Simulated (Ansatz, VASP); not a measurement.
## Zn: VASP beside Ansatz

```
Zn
1.0
     2.78508    0.00000    0.00000
    -1.39254    2.41195    0.00000
     0.00000    0.00000    4.51182
Zn
2
Direct
  0.33333 0.66667 0.25000
  0.66667 0.33333 0.75000
```

Alike in both runs: task relaxation of cell and atoms; functional PBE; k mesh 17 × 17 × 9; occupations fermi-dirac, width 0.05 eV; no spin polarisation.

|  | VASP | Ansatz |
| --- | --- | --- |
| version | VASP 6.6.1 | Ansatz 0.2.0 |
| potentials or method | VASP PAW PBE potentials, release 64 (Zn) | PAW with Ansatz's default frozen-core files, scalar-relativistic |
| plane-wave cutoff (eV) | 600 | 420 |
| valence electrons in the cell | 24 | 24 |

|  | VASP | Ansatz | Ansatz less VASP |
| --- | --- | --- | --- |
| relaxed volume (Å³/atom) | 15.04 | 14.98 | -0.053 |
| relaxed cell length with the largest relative difference (Å) | 2.693 | 2.688 | -0.0044 |
